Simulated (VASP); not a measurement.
# EuFe (Pm-3m) in VASP: a series of runs

EuFe is run at these levels: PBEsol; tasks: single point.

Program: VASP 6.6.1. These are calculated values, not measurements. Logs are shortened: lines on timing, memory, paths and dates and some standing lists are left out, and cuts for length are marked.

### Step 1. The cell of the first run

It takes space group Pm-3m (No. 221, cubic). The conventional cell has a = 3.420 Å, b = 3.420 Å, c = 3.420 Å, α = 90.00°, β = 90.00°, γ = 90.00°. Within 3.9 Å of Eu (site symmetry m-3m) lie 8 Fe at 2.96 Å and 6 Eu at 3.42 Å. Fe (site symmetry m-3m) has 8 Eu at 2.96 Å and 6 Fe at 3.42 Å within 3.9 Å.

### Step 2. Single point, PBEsol, collinear spin, ferrimagnetic start (volume scaled by 1.020)

Input file INCAR:

```
ALGO = Normal ; EDIFF = 1E-6
ENCUT = 520 ; GGA = PS
ISIF = 2 ; ISMEAR = 0
ISPIN = 2 ; LASPH = True
LCHARG = True ; LELF = True
LMAXMIX = 6 ; LORBIT = 11
LREAL = False ; LVHAR = True
LWAVE = False ; MAGMOM = 7.34 -2.66
NBANDS = 24 ; NELM = 150
PREC = Accurate ; SIGMA = 0.05
```

Input file KPOINTS:

```
k-points
0
Gamma
  8 8 8
```

Input file POSCAR:

```
EuFe
1.0
    3.4199308820      0.0000000000      0.0000000000
    0.0000000000      3.4199308820      0.0000000000
    0.0000000000      0.0000000000      3.4199308820
Eu Fe
1 1
Direct
    0.0000000000      0.0000000000      0.0000000000
    0.5000000000      0.5000000000      0.5000000000
```

Potentials or basis: VASP PAW PBE potentials, release 64 (Eu, Fe).

The run is started by

```bash
$ cat potpaw_PBE.64/Eu/POTCAR potpaw_PBE.64/Fe/POTCAR > POTCAR
$ mpirun -np 1 vasp_std > vasp.out
```

OUTCAR:

```text
EDIFF = 1E-6
   ENCUT = 520
   GGA = PS
   ISIF = 2
   ISMEAR = 0
   ISPIN = 2
   LASPH = True
   LORBIT = 11
   LREAL = False
   NELM = 150
   PREC = Accurate

 ion  position               nearest neighbor table
   1  0.000  0.000  0.000-   2 2.96   2 2.96   2 2.96   2 2.96   2 2.96   2 2.96   2 2.96   2 2.96

   2  0.500  0.500  0.500-   1 2.96   1 2.96   1 2.96   1 2.96   1 2.96   1 2.96   1 2.96   1 2.96

  LATTYP: Found a simple cubic cell.
 ALAT       =     3.4199308820

  Lattice vectors:

 A1 = (   3.4199308820,   0.0000000000,   0.0000000000)
 A2 = (   0.0000000000,   3.4199308820,   0.0000000000)
 A3 = (   0.0000000000,   0.0000000000,   3.4199308820)

Analysis of symmetry for initial positions (statically):
=====================================================================
 Subroutine PRICEL returns:
 Original cell was already a primitive cell.

 Routine SETGRP: Setting up the symmetry group for a
 simple cubic supercell.

 Subroutine GETGRP returns: Found 48 space group operations
 (whereof 48 operations were pure point group operations)
 out of a pool of 48 trial point group operations.

The static configuration has the point symmetry O_h .

Analysis of symmetry for dynamics (positions and initial velocities):
=====================================================================
 Subroutine PRICEL returns:
 Original cell was already a primitive cell.

 Routine SETGRP: Setting up the symmetry group for a
 simple cubic supercell.

 Subroutine GETGRP returns: Found 48 space group operations
 (whereof 48 operations were pure point group operations)
 out of a pool of 48 trial point group operations.

The dynamic configuration has the point symmetry O_h .

Analysis of structural, dynamic, and magnetic symmetry:
=====================================================================
 Subroutine PRICEL returns:
 Original cell was already a primitive cell.

 Routine SETGRP: Setting up the symmetry group for a
 simple cubic supercell.

 Subroutine GETGRP returns: Found 48 space group operations
 (whereof 48 operations were pure point group operations)
 out of a pool of 48 trial point group operations.

The overall configuration has the point symmetry O_h .

 Subroutine INISYM returns: Found 48 space group operations
 (whereof 48 operations are pure point group operations),
 and found     1 'primitive' translations

----------------------------------------------------------------------------------------

                                     Primitive cell

  volume of cell :      39.9993

  direct lattice vectors                    reciprocal lattice vectors
     3.419930882  0.000000000  0.000000000     0.292403570  0.000000000  0.000000000
     0.000000000  3.419930882  0.000000000     0.000000000  0.292403570  0.000000000
     0.000000000  0.000000000  3.419930882     0.000000000  0.000000000  0.292403570

  length of vectors
     3.419930882  3.419930882  3.419930882     0.292403570  0.292403570  0.292403570

  position of ions in fractional coordinates (direct lattice)
     0.000000000  0.000000000  0.000000000
     0.500000000  0.500000000  0.500000000

  ion indices of the primitive-cell ions
   primitive index   ion index
                 1           1
                 2           2

----------------------------------------------------------------------------------------

 KPOINTS: k-points

Automatic generation of k-mesh.
 Grid dimensions read from file:
 generate k-points for:    8    8    8

 Generating k-lattice:

  Cartesian coordinates                     Fractional coordinates (reciprocal lattice)
     0.036550446  0.000000000  0.000000000     0.125000000  0.000000000  0.000000000
     0.000000000  0.036550446  0.000000000     0.000000000  0.125000000  0.000000000
     0.000000000  0.000000000  0.036550446     0.000000000  0.000000000  0.125000000

  Length of vectors
     0.036550446  0.036550446  0.036550446

  Shift w.r.t. Gamma in fractional coordinates (k-lattice)
     0.000000000  0.000000000  0.000000000

 Subroutine IBZKPT returns following result:
 ===========================================

 Found     35 irreducible k-points:

 Following reciprocal coordinates:
            Coordinates               Weight
  0.000000  0.000000  0.000000      1.000000
  0.125000  0.000000  0.000000      6.000000
  0.250000  0.000000  0.000000      6.000000
  0.375000  0.000000  0.000000      6.000000
  0.500000  0.000000  0.000000      3.000000
  0.125000  0.125000  0.000000     12.000000
[... 16 lines left out ...]
  0.375000  0.375000  0.125000     24.000000
  0.500000  0.375000  0.125000     24.000000
 [... further k-points ...]
   k-points           NKPTS =     35   k-points in BZ     NKDIM =     35   number of bands    NBANDS=     24
   number of dos      NEDOS =    301   number of ions     NIONS =      2
   total plane-waves  NPLWV =  21952
   dimension x,y,z NGX =    28 NGY =   28 NGZ =   28
   dimension x,y,z NGXF=    56 NGYF=   56 NGZF=   56
   ions per type =               1   1
   NGX,Y,Z   is equivalent  to a cutoff of  13.61, 13.61, 13.61 a.u.
   NGXF,Y,Z  is equivalent  to a cutoff of  27.22, 27.22, 27.22 a.u.
 SYSTEM =  unknown system
   PREC   = accura    normal or accurate (medium, high low for compatibility)
   ISTART =      0    job   : 0-new  1-cont  2-samecut
   ICHARG =      2    charge: 1-file 2-atom 10-const
   ISPIN  =      2    spin polarized calculation?
   LNONCOLLINEAR =      F non collinear calculations
   LSORBIT =      F    spin-orbit coupling
   LASPH  =      T    aspherical Exc in radial PAW
   ENCUT  =  520.0 eV  38.22 Ry    6.18 a.u.   6.36  6.36  6.36*2*pi/ulx,y,z
   NELM   =    150;   NELMIN=  2; NELMDL= -5     # of ELM steps
   EDIFF  = 0.1E-05   stopping-criterion for ELM
   LREAL  =      F    real-space projection
   EDIFFG = 0.1E-04   stopping-criterion for IOM
   NSW    =      0    number of steps for IOM
   IBRION =     -1    ionic relax: 0-MD 1-quasi-New 2-CG
   NFREE  =      0    steps in history (QN), initial steepest desc. (CG)
   ISIF   =      2    stress and relaxation
   ISYM   =      2    0-nonsym 1-usesym 2-fastsym
   POTIM  = 0.5000    time-step for ionic-motion
   TEBEG  =    0.0;   TEEND  =   0.0 temperature during run
   PSTRESS=    0.0 pullay stress
   NELECT =      25.0000    total number of electrons
   NUPDOWN=      -1.0000    fix difference up-down
   EMIN   =  10.00;   EMAX   =-10.00  energy-range for DOS
   EFERMI =   0.00;   METHOD = LEGACY
   ISMEAR =     0;   SIGMA  =   0.05  broadening in eV -4-tet -1-fermi 0-gaus
   EFERMI_NEDOS =   21; number of points for ismear=-14 and -15
   IALGO  =     38    algorithm
   IMIX   =      4    mixing-type and parameters
     AMIX     =   0.40;   BMIX     =  1.00
     AMIX_MAG =   1.60;   BMIX_MAG =  1.00
  volume/ion in A,a.u.               =      20.00       134.96
  Fermi-wavevector in a.u.,A,eV,Ry     =   1.399708  2.645065 26.656303  1.959183
  Thomas-Fermi vector in A             =   2.522741
   LORBIT       =     11    0 simple, 1 ext, 2 COOP (PROOUT), +10 PAW based schemes
   GGA     = PS    functional components
   LHFCALC =     F    Hartree Fock is set to
   AEXX    =    0.0000 exact exchange contribution
   IVDW    =     0    specifies the selected vdW correction
   LEPSILON=     F    determine dielectric tensor
   LRPA    =     F    only Hartree local field effects (RPA)
 spin polarized calculation
 Gauss-broadening in eV      SIGMA  =   0.05
  energy-cutoff  :      520.00
  volume of cell :       40.00
 maximum number of plane-waves:      1108
 NGX is ok and might be reduce to    28
   NGX = 13   NGY = 13   NGZ = 13

 number of electron      25.0000003 magnetization       4.7260570

 Free energy of the ion-electron system (eV)
  ---------------------------------------------------
  ext. energy  EPLUGINS =         0.00000000
  ---------------------------------------------------
  free energy    TOTEN  =       -19.85592231 eV

  energy without entropy =      -19.85133249  energy(sigma->0) =      -19.85362740

 E-fermi :   3.9642     XC(G=0): -11.5047

 val. band max:        3.9525641805   @ k =   0.3750   0.2500   0.0000
 cond. band min:       3.9702486212   @ k =   0.3750   0.2500   0.2500
 fundamental gap:      0.0176844407
 Fermi energy:         3.9641597686

 spin component 1

 k-point     1 :       0.0000    0.0000    0.0000
  band No.  band energies     occupation
      1     -37.1960      1.00000
      2     -15.5556      1.00000
      3     -15.5556      1.00000
      4     -15.5556      1.00000
      5      -1.8137      1.00000
      6       1.7764      1.00000
[... 16 lines left out ...]
     23      11.9485      0.00000
     24      11.9485      0.00000
[... 598 lines left out ...]
      2     -16.2803      1.00000
      3     -16.1502      1.00000
      4     -15.5305      1.00000
      5       0.9239      1.00000
      6       2.3221      1.00000
[... 16 lines left out ...]
     23      12.2630      0.00000
     24      13.5419      0.00000

 [... further k-points ...]

 spin component 2

 k-point     1 :       0.0000    0.0000    0.0000
  band No.  band energies     occupation
      1     -34.1846      1.00000
      2     -13.2530      1.00000
      3     -13.2530      1.00000
      4     -13.2530      1.00000
      5      -1.3817      1.00000
      6       0.7892      1.00000
[... 16 lines left out ...]
     23      12.5529      0.00000
     24      12.5529      0.00000
[... 598 lines left out ...]
      2     -14.0932      1.00000
      3     -13.9403      1.00000
      4     -13.2170      1.00000
      5       0.6622      1.00000
      6       1.3095      1.00000
[... 16 lines left out ...]
     23      13.6673      0.00000
     24      13.7104      0.00000

 [... further k-points ...]

------------------------ aborting loop because EDIFF is reached ----------------------------------------

  FORCE on cell =-STRESS in cart. coord.  units (eV):
  Direction    XX          YY          ZZ          XY          YZ          ZX
  --------------------------------------------------------------------------------------
  -------------------------------------------------------------------------------------
  Total       -0.2721947     -0.2721947     -0.2721947     -0.0000000      0.0000000     -0.0000000
  in kB      -10.9028048    -10.9028048    -10.9028048     -0.0000000      0.0000000     -0.0000000
  external PRESSURE =     -10.9028048 kB  Pullay stress =       0.0000000 kB

 VOLUME and BASIS-vectors are now :
 -----------------------------------------------------------------------------
  energy-cutoff  :      520.00
  volume of cell :       40.00
      direct lattice vectors                 reciprocal lattice vectors
     3.419930882  0.000000000  0.000000000     0.292403570  0.000000000  0.000000000
     0.000000000  3.419930882  0.000000000     0.000000000  0.292403570  0.000000000
     0.000000000  0.000000000  3.419930882     0.000000000  0.000000000  0.292403570

 POSITION                                       TOTAL-FORCE (eV/Angst)
 -----------------------------------------------------------------------------------
      0.00000      0.00000      0.00000         0.000000      0.000000      0.000000
      1.70997      1.70997      1.70997         0.000000      0.000000      0.000000
 -----------------------------------------------------------------------------------
    total drift:                                0.000000      0.000000      0.000000

  FREE ENERGIE OF THE ION-ELECTRON SYSTEM (eV)
  ---------------------------------------------------
  free  energy   TOTEN  =       -19.8559223139 eV

  energy  without entropy=      -19.8513324947  energy(sigma->0) =      -19.85362740

 total charge

# of ion       s       p       d       f       tot
--------------------------------------------------
    1        2.084   5.668   0.643   6.416  14.811
    2        0.521   0.222   6.233   0.000   6.977
--------------------------------------------------
tot          2.605   5.890   6.876   6.416  21.787

 magnetization (x)

# of ion       s       p       d       f       tot
--------------------------------------------------
    1        0.017  -0.072   0.269   6.366   6.580
    2       -0.054   0.059  -2.430   0.000  -2.425
--------------------------------------------------
tot         -0.037  -0.013  -2.161   6.366   4.155
```

It took 3.7 min on 1 thread of Oxide Virtual Turin-like, shared host; peak memory 0.19 GiB.

Results:

| Item | Value |
| --- | --- |
| Free energy | -19.8559 eV |
| Pressure | -1.1 GPa |
| Net moment | 4.73 μB per cell |
| Site moments | Eu +6.58; Fe -2.42 μB |
| Valence electrons inside the program's atomic spheres | Eu 14.81; Fe 6.98 |

Levels at points of the mesh, in eV from the Fermi level:
Spin up:
```tsv
k point	band 11	band 12	band 13	band 14	band 15	band 16	band 17	band 18	band 19	band 20
(0.00, 0.00, 0.00)	-0.65	-0.65	-0.65	-0.57	0.13	0.13	0.13	2.44	2.44	6.68
(0.50, 0.00, 0.00)	-0.77	-0.51	-0.51	0.15	0.44	0.44	0.56	0.69	1.34	2.48
(0.50, 0.50, 0.00)	-0.69	-0.64	-0.64	-0.50	-0.49	0.94	1.09	2.22	2.22	2.91
(0.50, 0.50, 0.50)	-0.67	-0.53	-0.53	-0.53	-0.18	-0.18	-0.18	0.97	0.97	4.44
```
Spin down:
```csv
k point,band 6,band 7,band 8,band 9,band 10,band 11,band 12,band 13,band 14,band 15
"(0.00, 0.00, 0.00)",-3.17,-3.17,-1.89,-1.89,-1.89,2.26,2.26,3.83,3.83,3.83
"(0.50, 0.00, 0.00)",-2.42,-1.93,-1.93,-1.85,-1.81,-0.40,1.85,3.33,3.33,3.79
"(0.50, 0.50, 0.00)",-2.86,-2.34,-2.34,-1.61,-0.82,2.22,2.22,2.95,3.77,3.89
"(0.50, 0.50, 0.50)",-2.02,-2.02,-1.59,-1.59,-0.88,-0.88,-0.88,2.08,3.96,3.96
```

Caveat: the PAW data sets were made with another functional, which shifts forces and pressure a little; spin-orbit coupling is left out, which moves the levels of the heavy elements; without U or exact exchange the open f shell lies at the Fermi level, which spoils levels, moments and volumes.

(Continued in part 2 of 2.)
